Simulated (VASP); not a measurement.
# Be3Te4Ir (P-43m) in VASP: further runs

The runs below take Be3Te4Ir through single point, relaxation of cell and atoms, with PBE.

All numbers are computed with VASP 6.6.1; they aren't measurements. Logs are shortened: lines on timing, memory, paths and dates and some standing lists are left out, and cuts for length are marked.

## (1) The cell of the first run

Symmetry: P-43m, No. 215, cubic system. Conventional cell: a = 5.575 Å, b = 5.575 Å, c = 5.575 Å, α = 90.00°, β = 90.00°, γ = 90.00°. Be (site symmetry -42m) has 4 Te at 2.50 Å and 2 Ir at 2.79 Å within 3.3 Å. Te (site symmetry 3m) has 3 Be at 2.50 Å and 1 Ir at 2.65 Å within 3.3 Å. Ir (site symmetry -43m) has 4 Te at 2.65 Å and 6 Be at 2.79 Å within 3.5 Å.

## (2) Single point, PBE

INCAR reads:

```
PREC = Accurate ; ENCUT = 520
EDIFF = 1E-6 ; ISMEAR = 0
SIGMA = 0.1 ; LREAL = False
LASPH = True ; NELM = 60
ALGO = Normal ; ISIF = 2
LWAVE = False ; LCHARG = False
GGA = PE ; NBANDS = 30
```

KPOINTS reads:

```
regular mesh
0
Gamma
  4 4 4
```

POSCAR reads:

```
Be3Te4Ir
1.0
    5.5752349059      0.0000000000      0.0000000000
    0.0000000000      5.5752349059      0.0000000000
    0.0000000000      0.0000000000      5.5752349059
Be Te Ir
3 4 1
Direct
    0.5000000000      0.0000000000      0.0000000000
    0.0000000000      0.5000000000      0.0000000000
    0.0000000000      0.0000000000      0.5000000000
    0.2743797500      0.2743797500      0.2743797500
    0.2743797500      0.7256202500      0.7256202500
    0.7256202500      0.7256202500      0.2743797500
    0.7256202500      0.2743797500      0.7256202500
    0.0000000000      0.0000000000      0.0000000000
```

Potentials or basis: VASP PAW PBE potentials, release 64 (Be, Te, Ir).

Launch:

```
> cat potpaw_PBE.64/Be/POTCAR potpaw_PBE.64/Te/POTCAR potpaw_PBE.64/Ir/POTCAR > POTCAR
> mpirun -np 1 vasp_std > vasp.out
```

OUTCAR:

```text
PREC = Accurate
   ENCUT = 520
   EDIFF = 1E-6
   ISMEAR = 0
   LREAL = False
   LASPH = True
   NELM = 60
   ISIF = 2
   GGA = PE

 ion  position               nearest neighbor table
   1  0.500  0.000  0.000-   4 2.50   5 2.50   6 2.50   7 2.50   8 2.79   8 2.79
   2  0.000  0.500  0.000-   4 2.50   5 2.50   6 2.50   7 2.50   8 2.79   8 2.79
   3  0.000  0.000  0.500-   4 2.50   5 2.50   6 2.50   7 2.50   8 2.79   8 2.79
   4  0.274  0.274  0.274-   1 2.50   2 2.50   3 2.50   8 2.65   6 3.56   7 3.56   5 3.56
   5  0.274  0.726  0.726-   1 2.50   2 2.50   3 2.50   8 2.65   6 3.56   7 3.56   4 3.56
   6  0.726  0.726  0.274-   1 2.50   2 2.50   3 2.50   8 2.65   5 3.56   7 3.56   4 3.56
   7  0.726  0.274  0.726-   1 2.50   2 2.50   3 2.50   8 2.65   5 3.56   6 3.56   4 3.56
   8  0.000  0.000  0.000-   4 2.65   5 2.65   6 2.65   7 2.65   2 2.79   3 2.79   1 2.79   3 2.79
                             2 2.79   1 2.79

  LATTYP: Found a simple cubic cell.
 ALAT       =     5.5752349059

  Lattice vectors:

 A1 = (   5.5752349059,   0.0000000000,   0.0000000000)
 A2 = (   0.0000000000,   5.5752349059,   0.0000000000)
 A3 = (   0.0000000000,   0.0000000000,   5.5752349059)

Analysis of symmetry for initial positions (statically):
=====================================================================
 Subroutine PRICEL returns:
 Original cell was already a primitive cell.

 Routine SETGRP: Setting up the symmetry group for a
 simple cubic supercell.

 Subroutine GETGRP returns: Found 24 space group operations
 (whereof 24 operations were pure point group operations)
 out of a pool of 48 trial point group operations.

The static configuration has the point symmetry T_d .

Analysis of symmetry for dynamics (positions and initial velocities):
=====================================================================
 Subroutine PRICEL returns:
 Original cell was already a primitive cell.

 Routine SETGRP: Setting up the symmetry group for a
 simple cubic supercell.

 Subroutine GETGRP returns: Found 24 space group operations
 (whereof 24 operations were pure point group operations)
 out of a pool of 48 trial point group operations.

The dynamic configuration has the point symmetry T_d .

 Subroutine INISYM returns: Found 24 space group operations
 (whereof 24 operations are pure point group operations),
 and found     1 'primitive' translations

[... 97 lines left out ...]
   ISIF   =      2    stress and relaxation
   ISYM   =      2    0-nonsym 1-usesym 2-fastsym
   POTIM  = 0.5000    time-step for ionic-motion
   TEBEG  =    0.0;   TEEND  =   0.0 temperature during run
   PSTRESS=    0.0 pullay stress
   NELECT =      39.0000    total number of electrons
   NUPDOWN=      -1.0000    fix difference up-down
   EMIN   =  10.00;   EMAX   =-10.00  energy-range for DOS
   EFERMI =   0.00;   METHOD = LEGACY
   ISMEAR =     0;   SIGMA  =   0.10  broadening in eV -4-tet -1-fermi 0-gaus
   EFERMI_NEDOS =   21; number of points for ismear=-14 and -15
   IALGO  =     38    algorithm
   IMIX   =      4    mixing-type and parameters
     AMIX     =   0.40;   BMIX     =  1.00
     AMIX_MAG =   1.60;   BMIX_MAG =  1.00
  volume/ion in A,a.u.               =      21.66       146.18
  Fermi-wavevector in a.u.,A,eV,Ry     =   0.995787  1.881765 13.491430  0.991592
  Thomas-Fermi vector in A             =   2.127831
   LORBIT       =      0    0 simple, 1 ext, 2 COOP (PROOUT), +10 PAW based schemes
   GGA     = PE    functional components
   LHFCALC =     F    Hartree Fock is set to
   AEXX    =    0.0000 exact exchange contribution
   IVDW    =     0    specifies the selected vdW correction
   LEPSILON=     F    determine dielectric tensor
   LRPA    =     F    only Hartree local field effects (RPA)
 non-spin polarized calculation
 Gauss-broadening in eV      SIGMA  =   0.10
  energy-cutoff  :      520.00
  volume of cell :      173.30
 maximum number of plane-waves:      4700
 NGX is ok and might be reduce to    42
   NGX = 21   NGY = 21   NGZ = 21

 number of electron      39.0000005 magnetization

 Free energy of the ion-electron system (eV)
  ---------------------------------------------------
  ext. energy  EPLUGINS =         0.00000000
  ---------------------------------------------------
  free energy    TOTEN  =       -32.77075815 eV

  energy without entropy =      -32.74257852  energy(sigma->0) =      -32.75666834

 E-fermi :   6.4187     XC(G=0):  -9.7835

 val. band max:        6.4088273428   @ k =   0.2500   0.0000   0.0000
 cond. band min:       6.4524132365   @ k =   0.0000   0.0000   0.0000
 fundamental gap:      0.0435858937
 Fermi energy:         6.4186555780

 k-point     1 :       0.0000    0.0000    0.0000
  band No.  band energies     occupation
      1      -6.6845      2.00000
      2      -4.6623      2.00000
      3      -4.6623      2.00000
      4      -4.6623      2.00000
      5       0.3362      2.00000
      6       0.3362      2.00000
[... 319 lines left out ...]
     29      11.1975      0.00000
     30      11.1975      0.00000

------------------------ aborting loop because EDIFF is reached ----------------------------------------

  FORCE on cell =-STRESS in cart. coord.  units (eV):
  Direction    XX          YY          ZZ          XY          YZ          ZX
  --------------------------------------------------------------------------------------
  -------------------------------------------------------------------------------------
  Total       -0.1073727     -0.1073727     -0.1073727     -0.0000000      0.0000000      0.0000000
  in kB       -0.9926931     -0.9926931     -0.9926931     -0.0000000      0.0000000      0.0000000
  external PRESSURE =      -0.9926931 kB  Pullay stress =       0.0000000 kB

 VOLUME and BASIS-vectors are now :
 -----------------------------------------------------------------------------
  energy-cutoff  :      520.00
  volume of cell :      173.30
      direct lattice vectors                 reciprocal lattice vectors
     5.575234906  0.000000000  0.000000000     0.179364640  0.000000000  0.000000000
     0.000000000  5.575234906  0.000000000     0.000000000  0.179364640  0.000000000
     0.000000000  0.000000000  5.575234906     0.000000000  0.000000000  0.179364640

 POSITION                                       TOTAL-FORCE (eV/Angst)
 -----------------------------------------------------------------------------------
      2.78762      0.00000      0.00000         0.000000     -0.000000      0.000000
      0.00000      2.78762      0.00000        -0.000000     -0.000000      0.000000
      0.00000      0.00000      2.78762         0.000000     -0.000000      0.000000
      1.52973      1.52973      1.52973         0.026708      0.026708      0.026708
      1.52973      4.04550      4.04550         0.026708     -0.026708     -0.026708
      4.04550      4.04550      1.52973        -0.026708     -0.026708      0.026708
      4.04550      1.52973      4.04550        -0.026708      0.026708     -0.026708
      0.00000      0.00000      0.00000        -0.000000     -0.000000      0.000000
 -----------------------------------------------------------------------------------
    total drift:                                0.000000      0.000000      0.000000

  FREE ENERGIE OF THE ION-ELECTRON SYSTEM (eV)
  ---------------------------------------------------
  free  energy   TOTEN  =       -32.7707581483 eV

  energy  without entropy=      -32.7425785228  energy(sigma->0) =      -32.75666834
```

OSZICAR:

```text
N       E                     dE             d eps       ncg     rms          rms(c)
DAV:   1     0.190799335584E+03    0.19080E+03   -0.14370E+04   600   0.106E+03
DAV:   2    -0.152778428849E+02   -0.20608E+03   -0.19043E+03   664   0.206E+02
DAV:   3    -0.329344309876E+02   -0.17657E+02   -0.17261E+02   774   0.626E+01
DAV:   4    -0.334044480485E+02   -0.47002E+00   -0.46624E+00   808   0.116E+01
DAV:   5    -0.334173809566E+02   -0.12933E-01   -0.12929E-01   770   0.207E+00    0.169E+01
DAV:   6    -0.329281191391E+02    0.48926E+00   -0.19891E+00   896   0.103E+01    0.838E+00
DAV:   7    -0.329848017958E+02   -0.56683E-01   -0.17821E+00   870   0.124E+01    0.471E+00
DAV:   8    -0.327685880192E+02    0.21621E+00   -0.70367E-01   856   0.732E+00    0.197E+00
DAV:   9    -0.327719228096E+02   -0.33348E-02   -0.60331E-02   710   0.111E+00    0.906E-01
DAV:  10    -0.327709902773E+02    0.93253E-03   -0.12334E-02   852   0.700E-01    0.252E-01
DAV:  11    -0.327707274780E+02    0.26280E-03   -0.17242E-03   830   0.335E-01    0.106E-01
DAV:  12    -0.327707540879E+02   -0.26610E-04   -0.94895E-05   736   0.508E-02    0.207E-02
DAV:  13    -0.327707583750E+02   -0.42872E-05   -0.11453E-05   790   0.176E-02    0.140E-02
DAV:  14    -0.327707581483E+02    0.22670E-06   -0.20459E-06   554   0.134E-02
   1 F= -.32770758E+02 E0= -.32756668E+02  d E =-.281796E-01
```

Wall time 77 s (1 thread of Intel Xeon Platinum 8488C (Sapphire Rapids), shared host); peak memory 0.28 GiB.

Results:

| Property | Result |
| --- | --- |
| Free energy | -32.7708 eV |
| Pressure | -0.1 GPa |
| Largest force | 0.046 eV/Å |
| Band gap on the k mesh | zero (an odd number of electrons rules out a gap without spin polarisation) |

Forces in eV/Å, atoms in the order of the input:
```
Be   0.000  0.000  0.000
Be   0.000  0.000  0.000
Be   0.000  0.000  0.000
Te   0.027  0.027  0.027
Te   0.027 -0.027 -0.027
Te  -0.027 -0.027  0.027
Te  -0.027  0.027 -0.027
Ir   0.000  0.000  0.000
```

Levels at points of the mesh, in eV from the Fermi level:
```csv
k point,band 15,band 16,band 17,band 18,band 19,band 20,band 21,band 22,band 23,band 24
"(0.00, 0.00, 0.00)",-2.35,-2.35,-1.53,-1.53,0.03,0.03,0.03,1.89,2.54,2.54
"(0.50, 0.00, 0.00)",-1.99,-1.99,-1.38,-0.90,-0.74,-0.24,-0.24,2.62,2.94,4.13
"(0.50, 0.50, 0.00)",-2.45,-1.80,-1.05,-1.01,0.08,0.08,0.62,3.25,3.27,3.27
"(0.50, 0.50, 0.50)",-1.51,-1.51,0.17,0.17,0.63,0.63,0.63,2.39,2.76,2.76
```

Caveat: spin-orbit coupling is left out, which moves the levels of the heavy elements.

(Continued in part 2 of 2.)

The gap in the log of VASP goes by the Fermi energy; the results here count the filled bands.